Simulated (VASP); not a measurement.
Crystal: BN.

```xyz
2
Lattice="0.0000 1.6760 1.6760 1.6760 0.0000 1.6760 1.6760 1.6760 0.0000" Properties=species:S:1:pos:R:3 pbc="T T T"
B     0.0000    0.0000    0.0000
N     1.6760    1.6760    1.6760
```

This cell differs from its parent crystal: strain -4.0%.

Base run:

```yaml
Program: VASP 6.6.1
Functional: PBE
Potentials_or_basis: VASP PAW PBE potentials, release 64 (B, N)
Cutoff: 520 eV
k_mesh: 8 × 8 × 8
Occupations: gaussian, width 0.01 eV
Spin: no spin polarisation
```

Its results: band gap on the k mesh 2.34 eV, indirect (least direct gap 6.29 eV); pressure 65.3 GPa.

Question: The run is repeated on the same cell with these changes: k mesh from 8 × 8 × 8 to 12 × 12 × 12; occupations from gaussian, width 0.01 eV to fermi-dirac, width 0.02 eV. What comes out?

Answer: Band gap on the k mesh 2.16 eV, indirect (least direct gap 6.30 eV); pressure 65.3 GPa.

A k mesh can miss the band edges.
